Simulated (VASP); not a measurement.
# TaN (Fm-3m) in VASP: further runs, part 2 of 2

VASP 6.6.1. The steps go on from the part before.

### 5 Single point, PBE

INCAR reads:

```
ALGO     = Normal         # electronic algorithm
EDIFF    = 1E-6           # SCF threshold, eV
ENCUT    = 520            # plane-wave cutoff, eV
GGA      = PE             # functional
ISIF     = 2              # what is computed and relaxed
ISMEAR   = -1             # smearing method
LASPH    = T              # aspherical terms in the spheres
LCHARG   = F              # write CHGCAR
LREAL    = F              # projectors in reciprocal space
LWAVE    = F              # write WAVECAR
NBANDS   = 15             # bands
NELM     = 100            # most SCF steps
PREC     = Accurate       # precision mode
SIGMA    = 0.05           # smearing width, eV
```

KPOINTS reads:

```
k-points
0
Gamma
  10 10 10
```

POSCAR reads:

```
TaN
1.0
    0.0000000000      2.2113230000      2.2113230000
    2.2113230000      0.0000000000      2.2113230000
    2.2113230000      2.2113230000      0.0000000000
Ta N
1 1
Direct
    0.5000000000      0.5000000000      0.5000000000
    0.0000000000      0.0000000000      0.0000000000
```

Potentials or basis: VASP PAW PBE potentials, release 64 (Ta_pv, N).

Run with:

```sh
$ cat potpaw_PBE.64/Ta_pv/POTCAR potpaw_PBE.64/N/POTCAR > POTCAR
$ mpirun -np 1 vasp_std > vasp.out
```

OUTCAR:

```text
EDIFF = 1E-6
   ENCUT = 520
   GGA = PE
   ISIF = 2
   ISMEAR = -1
   LASPH = T
   LREAL = F
   NELM = 100
   PREC = Accurate

 ion  position               nearest neighbor table
   1  0.500  0.500  0.500-   2 2.21   2 2.21   2 2.21   2 2.21   2 2.21   2 2.21
   2  0.000  0.000  0.000-   1 2.21   1 2.21   1 2.21   1 2.21   1 2.21   1 2.21

  LATTYP: Found a face centered cubic cell.
 ALAT       =     4.4226460000

  Lattice vectors:

 A1 = (   0.0000000000,   2.2113230000,   2.2113230000)
 A2 = (   2.2113230000,   0.0000000000,   2.2113230000)
 A3 = (   2.2113230000,   2.2113230000,   0.0000000000)

Analysis of symmetry for initial positions (statically):
=====================================================================
 Subroutine PRICEL returns:
 Original cell was already a primitive cell.

 Routine SETGRP: Setting up the symmetry group for a
 face centered cubic supercell.

 Subroutine GETGRP returns: Found 48 space group operations
 (whereof 48 operations were pure point group operations)
 out of a pool of 48 trial point group operations.

[... 172 lines left out ...]
      3     -26.4682      2.00000
      4      -9.3611      2.00000
      5       5.5872      2.00000
      6       5.5872      2.00000
      7       5.5872      2.00000
      8       7.2904      2.00000
      9       7.2904      2.00000
     10       7.2904      2.00000
     11       9.4091      0.72353
     12       9.4091      0.72352
     13      10.7329      0.00000
     14      18.7524      0.00000
[... 401 lines left out ...]
      2     -26.6951      2.00000
      3     -26.6711      2.00000
      4      -7.8319      2.00000
      5       1.4921      2.00000
      6       3.5482      2.00000
      7       4.2129      2.00000
      8       5.5540      2.00000
      9      11.4704      0.00000
     10      12.1987      0.00000
     11      12.2774      0.00000
     12      13.0964      0.00000
     13      17.5743      0.00000
     14      19.8465      0.00000
     15      21.6728      0.00000

 [... further k-points ...]

------------------------ aborting loop because EDIFF is reached ----------------------------------------

  FORCE on cell =-STRESS in cart. coord.  units (eV):
  Direction    XX          YY          ZZ          XY          YZ          ZX
  --------------------------------------------------------------------------------------
  -------------------------------------------------------------------------------------
  Total       -0.0751547     -0.0751547     -0.0751547      0.0000000     -0.0000000      0.0000000
  in kB       -5.5677550     -5.5677550     -5.5677550      0.0000000     -0.0000000      0.0000000
  external PRESSURE =      -5.5677550 kB  Pullay stress =       0.0000000 kB

 VOLUME and BASIS-vectors are now :
 -----------------------------------------------------------------------------
  energy-cutoff  :      520.00
  volume of cell :       21.63
      direct lattice vectors                 reciprocal lattice vectors
     0.000000000  2.211323000  2.211323000    -0.226108985  0.226108985  0.226108985
     2.211323000  0.000000000  2.211323000     0.226108985 -0.226108985  0.226108985
     2.211323000  2.211323000  0.000000000     0.226108985  0.226108985 -0.226108985

 POSITION                                       TOTAL-FORCE (eV/Angst)
 -----------------------------------------------------------------------------------
      2.21132      2.21132      2.21132        -0.000000     -0.000000     -0.000000
      0.00000      0.00000      0.00000         0.000000      0.000000      0.000000
 -----------------------------------------------------------------------------------
    total drift:                                0.000000     -0.000000     -0.000000

  FREE ENERGIE OF THE ION-ELECTRON SYSTEM (eV)
  ---------------------------------------------------
  free  energy   TOTEN  =       -21.8421611331 eV

  energy  without entropy=      -21.8362048446  energy(sigma->0) =      -21.83918299
```

OSZICAR:

```text
N       E                     dE             d eps       ncg     rms          rms(c)
DAV:   1     0.889013099263E+02    0.88901E+02   -0.87222E+03  1410   0.113E+03
DAV:   2    -0.221998986767E+02   -0.11110E+03   -0.10460E+03  1746   0.301E+02
DAV:   3    -0.248609103465E+02   -0.26610E+01   -0.26477E+01  1571   0.435E+01
DAV:   4    -0.248710363948E+02   -0.10126E-01   -0.10124E-01  1844   0.288E+00
DAV:   5    -0.248711047465E+02   -0.68352E-04   -0.68351E-04  1592   0.207E-01    0.233E+01
DAV:   6    -0.219457947837E+02    0.29253E+01   -0.55580E+00  1657   0.262E+01    0.957E+00
DAV:   7    -0.218776997608E+02    0.68095E-01   -0.50967E-01  1564   0.600E+00    0.672E+00
DAV:   8    -0.218485359728E+02    0.29164E-01   -0.14842E-01  1613   0.337E+00    0.168E+00
DAV:   9    -0.218422145579E+02    0.63214E-02   -0.16712E-02  1592   0.108E+00    0.309E-01
DAV:  10    -0.218421845714E+02    0.29986E-04   -0.11234E-03  1725   0.326E-01    0.685E-02
DAV:  11    -0.218421604553E+02    0.24116E-04   -0.40765E-05  1543   0.711E-02    0.136E-02
DAV:  12    -0.218421611331E+02   -0.67788E-06   -0.32740E-06  1648   0.177E-02
   1 F= -.21842161E+02 E0= -.21839183E+02  d E =-.595629E-02
```

Wall time 8.6 s (1 thread of Intel Xeon Platinum 8488C (Sapphire Rapids), shared host); peak memory 0.15 GiB.

What came out:

| Quantity | Value |
| --- | --- |
| Free energy | -21.8422 eV |
| Pressure | -0.6 GPa |
| Band gap on the k mesh | zero (band 8 reaches 11.20 eV, above the bottom of band 9 at 7.29 eV) |

Levels at points of the mesh, in eV from the Fermi level:
```
           k point  band 6  band 7  band 8  band 9  band 10  band 11
(0.00, 0.00, 0.00)   -3.79   -3.79   -2.09   -2.09    -2.09     0.03
(0.50, 0.00, 0.00)   -7.48   -7.48    1.82    1.82     1.91     3.74
(0.50, 0.50, 0.00)   -5.38   -4.62   -4.62    2.03     3.41     3.41
```

Caveat: spin-orbit coupling is left out, which moves the levels of the heavy elements.

### 6 Single point, PBE

This run uses another cell than the first one, of 10.60 Å³/atom, 0.980 times its volume.

INCAR reads:

```
ALGO = Normal
EDIFF = 1E-7
ENCUT = 520
GGA = PE
ISIF = 2
ISMEAR = -1
LASPH = True
LCHARG = False
LREAL = False
LWAVE = False
NBANDS = 15
NELM = 60
PREC = Accurate
SIGMA = 0.05
```

KPOINTS is that of step 5.

POSCAR reads:

```
TaN
1.0
    0.0000000000      2.1964814589      2.1964814589
    2.1964814589      0.0000000000      2.1964814589
    2.1964814589      2.1964814589      0.0000000000
Ta N
1 1
Direct
    0.5000000000      0.5000000000      0.5000000000
    0.0000000000      0.0000000000      0.0000000000
```

Potentials or basis: VASP PAW PBE potentials, release 64 (Ta_pv, N).

Run with:

```sh
$ cat potpaw_PBE.64/Ta_pv/POTCAR potpaw_PBE.64/N/POTCAR > POTCAR
$ mpirun -np 1 vasp_std > vasp.out
```

It took 10 s on 1 thread of Intel Xeon Platinum 8488C (Sapphire Rapids), shared host; peak memory 0.15 GiB.

Results (log left out):

* Free energy: -21.8342 eV
* Pressure: 6.4 GPa
* Band gap on the k mesh: zero (band 8 reaches 11.49 eV, above the bottom of band 9 at 7.46 eV)

Levels at points of the mesh, in eV from the Fermi level:
```tsv
k point	band 6	band 7	band 8	band 9	band 10	band 11
(0.00, 0.00, 0.00)	-3.85	-3.85	-2.15	-2.15	-2.15	0.03
(0.50, 0.00, 0.00)	-7.62	-7.62	1.88	1.88	1.98	3.81
(0.50, 0.50, 0.00)	-5.52	-4.67	-4.67	2.09	3.53	3.53
```

Caveat: spin-orbit coupling is left out, which moves the levels of the heavy elements.

### 7 Overview

```csv
level,potentials or basis,cell,gap on the mesh (eV),pressure (GPa)
LDA,"VASP PAW LDA potentials, release 64 (Ta_pv, N)","a = 3.127 Å, angles 60.0°, 2 atoms",none,-15.5
LDA,"VASP PAW LDA potentials, release 64 (Ta_pv, N)","a = 3.106 Å, angles 60.0°, 2 atoms",none,-9.0
PBE,"VASP PAW PBE potentials, release 64 (Ta_pv, N)","a = 3.127 Å, angles 60.0°, 2 atoms",none,-0.6
PBE,"VASP PAW PBE potentials, release 64 (Ta_pv, N)","a = 3.106 Å, angles 60.0°, 2 atoms",none,6.4
```

Alike in all rows: task single point; no spin polarisation; k mesh 10 × 10 × 10; cutoff (eV) 520; smearing fermi-dirac 0.05 eV.

Caveats: spin-orbit coupling is left out, which moves the levels of the heavy elements.

Total energies depend on the potentials used, so only differences within one code and one set of settings carry meaning.
